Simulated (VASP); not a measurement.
Runs of VASP 6.6.1 on Ni. It takes space group Fm-3m (No. 225, cubic). The conventional cell has a = 3.540 Å, b = 3.540 Å, c = 3.540 Å, α = 90.00°, β = 90.00°, γ = 90.00°. Within 3.3 Å of Ni (site symmetry m-3m) lie 12 Ni at 2.50 Å. 

```tsv
potentials or basis	fixed moment (μB)	cutoff (eV)	second run	gap on the mesh (eV)	pressure (GPa)	moment (μB)
VASP PAW PBE potentials, release 64 (Ni)	1.54	520	-	-	3.7	1.54
VASP PAW PBE potentials, release 64 (Ni)	0.26	520	-	-	(a)	0.26
VASP PAW PBE potentials, release 64 (Ni_sv_GW)	-	590	valence_matched	none	(b)	0.99
VASP PAW PBE potentials, release 64 (Ni)	-	520	-	none	-11.9	0.74
VASP PAW PBE potentials, release 64 (Ni)	0.51	520	-	-	(c)	0.51
VASP PAW PBE potentials, release 64 (Ni_sv_GW)	0.51	590	valence_matched	-	-7.3	0.51
VASP PAW PBE potentials, release 64 (Ni)	1.03	520	-	-	-7.3	1.03
VASP PAW PBE potentials, release 64 (Ni)	2.05	520	-	-	21.4	2.05
VASP PAW PBE potentials, release 64 (Ni_sv_GW)	0.26	590	valence_matched	-	-10.9	0.26
VASP PAW PBE potentials, release 64 (Ni_sv_GW)	1.03	590	valence_matched	-	-0.3	1.03
```

Alike in all rows: task single point; level PBE+U; spin collinear, ferromagnetic start; Ni d U = 6.2 eV; cell as given; k mesh 12 × 12 × 12; smearing fermi-dirac 0.05 eV.

Task: Estimate the missing entries.

Result: (a) -16.7; (b) -0.8; (c) -14.5.

Caveats: the U is typed as a test and isn't derived for this compound; the total moment is fixed, so each spin has its own Fermi level (some runs).

A gap of «none» marks levels without a gap at the run's occupations.

The runs don't all hold the same shells in valence.
